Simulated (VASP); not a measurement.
Runs of VASP 6.6.1 on TePtSe3. The structure is that of space group Pm-3m (No. 221), or close to it. The cells are those of the table. 

```csv
task,level,cell,k mesh,cutoff (eV),gap on the mesh (eV),pressure (GPa),relaxed volume (Å³/atom)
relaxation of cell and atoms,PBEsol,"relaxed from a = 5.171 Å, 5 atoms",4 × 4 × 4,600,none,0.0,23.24
single point,r2SCAN+rVV10,"a = 4.909 Å, 5 atoms",6 × 6 × 6,520,none,0.3,-
relaxation of cell and atoms,r2SCAN+rVV10,"relaxed from a = 4.878 Å, 5 atoms",6 × 6 × 6,600,none,0.0,(a)
single point,PBEsol,"a = 4.878 Å, 5 atoms",4 × 4 × 4,520,none,0.1,-
```

Alike in all rows: potentials or basis VASP PAW PBE potentials, release 64 (Te, Pt, Se); no spin polarisation; smearing fermi-dirac 0.03 eV.

Task: Estimate the missing entries.

Result: (a) 23.75.

Caveats: the PAW data sets were made with another functional, which shifts forces and pressure a little; spin-orbit coupling is left out, which moves the levels of the heavy elements; the volume moved by over 15 % at a fixed basis, so the end points are rough (some runs).

A k mesh can miss the band edges, and the runs leave out spin-orbit coupling on Pt, Se, Te.

A gap of «none» marks levels without a gap at the run's occupations.
